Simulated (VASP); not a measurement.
# K (P6_3/mmc) in VASP: further runs, part 2 of 2

VASP 6.6.1. The steps go on from the part before.

**5. Single point, r2SCAN+D4**

This run uses another cell than the first one, of 75.96 Å³/atom.

The input, POSCAR:

```
K
1.0
    4.7274676400      0.0000000000      0.0000000000
   -2.3637338200      4.0941070718      0.0000000000
    0.0000000000      0.0000000000      7.8490127546
K
2
Direct
    0.3333333333      0.6666666667      0.2500000000
    0.6666666667      0.3333333333      0.7500000000
```

The input, INCAR.step1:

```
SYSTEM = K
PREC = Accurate
ENCUT = 520
ISMEAR = -1
SIGMA = 0.1
LREAL = .False.
LASPH = .True.
NELM = 80
NBANDS = 16
GGA = PE
ALGO = Normal
EDIFF = 1E-4
LWAVE = .True.
LCHARG = .False.
```

The input, INCAR.step2:

```
SYSTEM = K
PREC = Accurate
ENCUT = 520
EDIFF = 1E-6
ISMEAR = -1
SIGMA = 0.1
LREAL = .False.
LASPH = .True.
NELM = 80
ALGO = Normal
ISIF = 2
LWAVE = .False.
LCHARG = .False.
METAGGA = R2SCAN
LMIXTAU = .True.
IVDW = 13
VDW_S6 = 1.0
VDW_S8 = 0.6018749
VDW_A1 = 0.51559235
VDW_A2 = 5.77342911
NBANDS = 16
ISTART = 1
```

The input, KPOINTS:

```
Automatic mesh
0
Gamma
  7 7 4
  0 0 0
```

Potentials or basis: VASP PAW PBE potentials, release 64 (K_sv).

Command:

```
$ cat potpaw_PBE.64/K_sv/POTCAR > POTCAR
$ cp INCAR.step1 INCAR
$ mpirun -np 1 vasp_std > vasp.out
$ cp INCAR.step2 INCAR
$ mpirun -np 1 vasp_std > vasp.out
```

OUTCAR:

```text
SYSTEM = K
   PREC = Accurate
   ENCUT = 520
   EDIFF = 1E-6
   ISMEAR = -1
   LREAL = .False.
   LASPH = .True.
   NELM = 80
   ISIF = 2
   METAGGA = R2SCAN
   IVDW = 13
   ISTART = 1

 ion  position               nearest neighbor table
   1  0.333  0.667  0.250-
   2  0.667  0.333  0.750-

  LATTYP: Found a hexagonal cell.
 ALAT       =     4.7274676400
 C/A-ratio  =     1.6602996260

  Lattice vectors:

 A1 = (   4.7274676400,   0.0000000000,   0.0000000000)
 A2 = (  -2.3637338200,   4.0941070718,   0.0000000000)
 A3 = (   0.0000000000,   0.0000000000,   7.8490127546)

Analysis of symmetry for initial positions (statically):
=====================================================================
 Subroutine PRICEL returns:
 Original cell was already a primitive cell.

 Routine SETGRP: Setting up the symmetry group for a
 hexagonal supercell.

 Subroutine GETGRP returns: Found 24 space group operations
 (whereof 12 operations were pure point group operations)
 out of a pool of 24 trial point group operations.

The static configuration has the point symmetry D_3d.
 The point group associated with its full space group is D_6h.

Analysis of symmetry for dynamics (positions and initial velocities):
=====================================================================
 Subroutine PRICEL returns:
 Original cell was already a primitive cell.

 Routine SETGRP: Setting up the symmetry group for a
 hexagonal supercell.

 Subroutine GETGRP returns: Found 24 space group operations
 (whereof 12 operations were pure point group operations)
 out of a pool of 24 trial point group operations.

The dynamic configuration has the point symmetry D_3d.
 The point group associated with its full space group is D_6h.

 Subroutine INISYM returns: Found 24 space group operations
 (whereof 12 operations are pure point group operations),
 and found     1 'primitive' translations

----------------------------------------------------------------------------------------

                                     Primitive cell

  volume of cell :     151.9157

  direct lattice vectors                    reciprocal lattice vectors
     4.727467640  0.000000000  0.000000000     0.211529740  0.122126752  0.000000000
    -2.363733820  4.094107072  0.000000000     0.000000000  0.244253504  0.000000000
     0.000000000  0.000000000  7.849012755     0.000000000  0.000000000  0.127404558

  length of vectors
     4.727467640  4.727467640  7.849012755     0.244253504  0.244253504  0.127404558

  position of ions in fractional coordinates (direct lattice)
     0.333333333  0.666666667  0.250000000
     0.666666667  0.333333333  0.750000000

  ion indices of the primitive-cell ions
   primitive index   ion index
                 1           1
                 2           2

----------------------------------------------------------------------------------------

 KPOINTS: Automatic mesh

Automatic generation of k-mesh.
 Grid dimensions read from file:
 generate k-points for:    7    7    4

 Generating k-lattice:

  Cartesian coordinates                     Fractional coordinates (reciprocal lattice)
     0.030218534  0.017446679  0.000000000     0.142857143  0.000000000  0.000000000
     0.000000000  0.034893358  0.000000000     0.000000000  0.142857143  0.000000000
     0.000000000  0.000000000  0.031851139     0.000000000  0.000000000  0.250000000

  Length of vectors
     0.034893358  0.034893358  0.031851139

  Shift w.r.t. Gamma in fractional coordinates (k-lattice)
     0.000000000  0.000000000  0.000000000

 Subroutine IBZKPT returns following result:
 ===========================================

 Found     24 irreducible k-points:

 Following reciprocal coordinates:
            Coordinates               Weight
  0.000000  0.000000  0.000000      1.000000
  0.142857 -0.000000  0.000000      6.000000
  0.285714  0.000000  0.000000      6.000000
  0.428571  0.000000  0.000000      6.000000
  0.142857  0.142857  0.000000      6.000000
  0.285714  0.142857  0.000000     12.000000
[... 16 lines left out ...]
  0.428571  0.142857  0.500000      6.000000
  0.285714  0.285714  0.500000      6.000000
   k-points           NKPTS =     24   k-points in BZ     NKDIM =     24   number of bands    NBANDS=     16
   number of dos      NEDOS =    301   number of ions     NIONS =      2
   total plane-waves  NPLWV =  77760
   dimension x,y,z NGX =    36 NGY =   36 NGZ =   60
   dimension x,y,z NGXF=    72 NGYF=   72 NGZF=  120
   ions per type =               2
   NGX,Y,Z   is equivalent  to a cutoff of  12.66, 12.66, 12.71 a.u.
   NGXF,Y,Z  is equivalent  to a cutoff of  25.32, 25.32, 25.42 a.u.
 SYSTEM =  K
   PREC   = accura    normal or accurate (medium, high low for compatibility)
   ISTART =      1    job   : 0-new  1-cont  2-samecut
   ICHARG =      0    charge: 1-file 2-atom 10-const
   ISPIN  =      1    spin polarized calculation?
   LNONCOLLINEAR =      F non collinear calculations
   LSORBIT =      F    spin-orbit coupling
   LASPH  =      T    aspherical Exc in radial PAW
   ENCUT  =  520.0 eV  38.22 Ry    6.18 a.u.   8.79  8.79 14.59*2*pi/ulx,y,z
   NELM   =     80;   NELMIN=  2; NELMDL=  0     # of ELM steps
   EDIFF  = 0.1E-05   stopping-criterion for ELM
   LREAL  =      F    real-space projection
   EDIFFG = 0.1E-04   stopping-criterion for IOM
   NSW    =      0    number of steps for IOM
   IBRION =     -1    ionic relax: 0-MD 1-quasi-New 2-CG
   NFREE  =      0    steps in history (QN), initial steepest desc. (CG)
   ISIF   =      2    stress and relaxation
   ISYM   =      2    0-nonsym 1-usesym 2-fastsym
   POTIM  = 0.5000    time-step for ionic-motion
   TEBEG  =    0.0;   TEEND  =   0.0 temperature during run
   PSTRESS=    0.0 pullay stress
   NELECT =      18.0000    total number of electrons
   NUPDOWN=      -1.0000    fix difference up-down
   EMIN   =  10.00;   EMAX   =-10.00  energy-range for DOS
   EFERMI =   0.00;   METHOD = LEGACY
   ISMEAR =    -1;   SIGMA  =   0.10  broadening in eV -4-tet -1-fermi 0-gaus
   EFERMI_NEDOS =   21; number of points for ismear=-14 and -15
   IALGO  =     38    algorithm
   IMIX   =      4    mixing-type and parameters
     AMIX     =   0.40;   BMIX     =  1.00
     AMIX_MAG =   1.60;   BMIX_MAG =  1.00
  volume/ion in A,a.u.               =      75.96       512.59
  Fermi-wavevector in a.u.,A,eV,Ry     =   0.804078  1.519487  8.796726  0.646541
  Thomas-Fermi vector in A             =   1.912066
   LORBIT       =      0    0 simple, 1 ext, 2 COOP (PROOUT), +10 PAW based schemes
   METAGGA = R2SCAN    functional components
   LHFCALC =     F    Hartree Fock is set to
   AEXX    =    0.0000 exact exchange contribution
   IVDW    =    13    specifies the selected vdW correction
   LEPSILON=     F    determine dielectric tensor
   LRPA    =     F    only Hartree local field effects (RPA)
 non-spin polarized calculation
  energy-cutoff  :      520.00
  volume of cell :      151.92
 maximum number of plane-waves:      4114
 NGX is ok and might be reduce to    36
   NGX = 17   NGY = 17   NGZ = 29

 number of electron      17.9999999 magnetization

 Free energy of the ion-electron system (eV)
  ---------------------------------------------------
  ext. energy  EPLUGINS =         0.00000000
  ---------------------------------------------------
  free energy    TOTEN  =       -12.05125125 eV

  energy without entropy =      -12.00639324  energy(sigma->0) =      -12.02882225

 E-fermi :  -0.1390     XC(G=0):  -5.8293

 val. band max:       -0.2389476710   @ k =   0.1429   0.1429   0.2500
 cond. band min:      -0.0574474618   @ k =   0.2857   0.0000   0.2500
 fundamental gap:      0.1815002092
 Fermi energy:        -0.1390016109

 k-point     1 :       0.0000    0.0000    0.0000
  band No.  band energies     occupation
      1     -33.8062      2.00000
      2     -33.8031      2.00000
      3     -16.5379      2.00000
      4     -16.4882      2.00000
      5     -16.4882      2.00000
      6     -16.4806      2.00000
[... 8 lines left out ...]
     15       4.7860      0.00000
     16       4.7860      0.00000
[... 419 lines left out ...]
 k-point    24 :       0.2857    0.2857    0.5000
  band No.  band energies     occupation
      1     -33.8020      2.00000
      2     -33.8020      2.00000
      3     -16.5308      2.00000
      4     -16.5308      2.00000
      5     -16.5139      2.00000
      6     -16.5139      2.00000
[... 8 lines left out ...]
     15       4.5140      0.00000
     16       4.5140      0.00000

------------------------ aborting loop because EDIFF is reached ----------------------------------------

  DFT-D4 for vdW energy calculation

  Edisp (eV):   -0.04035

  FORCE on cell =-STRESS in cart. coord.  units (eV):
  Direction    XX          YY          ZZ          XY          YZ          ZX
  --------------------------------------------------------------------------------------
  -------------------------------------------------------------------------------------
  Total      -0.01756    -0.01756    -0.01830     0.00000     0.00000     0.00000
  in kB      -0.18523    -0.18523    -0.19297     0.00000     0.00000     0.00000
  external pressure =       -0.19 kB  Pullay stress =        0.00 kB

 VOLUME and BASIS-vectors are now :
 -----------------------------------------------------------------------------
  energy-cutoff  :      520.00
  volume of cell :      151.92
      direct lattice vectors                 reciprocal lattice vectors
     4.727467640  0.000000000  0.000000000     0.211529740  0.122126752  0.000000000
    -2.363733820  4.094107072  0.000000000     0.000000000  0.244253504  0.000000000
     0.000000000  0.000000000  7.849012755     0.000000000  0.000000000  0.127404558

 POSITION                                       TOTAL-FORCE (eV/Angst)
 -----------------------------------------------------------------------------------
     -0.00000      2.72940      1.96225        -0.000000      0.000000      0.000000
      2.36373      1.36470      5.88676         0.000000     -0.000000      0.000000
 -----------------------------------------------------------------------------------
    total drift:                               -0.000000      0.000000     -0.000000

  FREE ENERGIE OF THE ION-ELECTRON SYSTEM (eV)
  ---------------------------------------------------
  free  energy   TOTEN  =       -12.0916024371 eV

  energy  without entropy=      -12.0467444257  energy(sigma->0) =      -12.06917343
```

Run time: 3.1 min. Hardware: 1 thread of Intel Xeon 6975P-C (Granite Rapids), shared host; peak memory 0.3 GiB.

What came out:

```yaml
Free_energy: -12.0916 eV
Pressure: 0.0 GPa
Band_gap_on_the_k_mesh: zero (bands 9 and 10 overlap by 2.37 eV)
Dispersion_energy_per_atom: -0.020 eV
```

Caveat: the PAW data sets were made with another functional, which shifts forces and pressure a little.

**6. Overview**

| level | potentials or basis | cell | gap on the mesh (eV) | pressure (GPa) |
| --- | --- | --- | --- | --- |
| LDA | VASP PAW LDA potentials, release 64 (K_sv) | a = 4.472, b = 4.472, c = 7.414 Å, angles 90.0, 90.0, 120.0°, 2 atoms | none | 0.0 |
| PBEsol | VASP PAW PBE potentials, release 64 (K_sv) | a = 4.632, b = 4.632, c = 7.675 Å, angles 90.0, 90.0, 120.0°, 2 atoms | none | 0.0 |
| r2SCAN+rVV10 | VASP PAW PBE potentials, release 64 (K_sv) | a = 4.709, b = 4.709, c = 7.818 Å, angles 90.0, 90.0, 120.0°, 2 atoms | none | 0.0 |
| r2SCAN+D4 | VASP PAW PBE potentials, release 64 (K_sv) | a = 4.727, b = 4.727, c = 7.849 Å, angles 90.0, 90.0, 120.0°, 2 atoms | none | 0.0 |

Alike in all rows: task single point; no spin polarisation; k mesh 7 × 7 × 4; cutoff (eV) 520; smearing fermi-dirac 0.1 eV.

Caveats: the PAW data sets were made with another functional, which shifts forces and pressure a little (at least some runs).

Absolute energies hang on the potentials; compare differences alone.
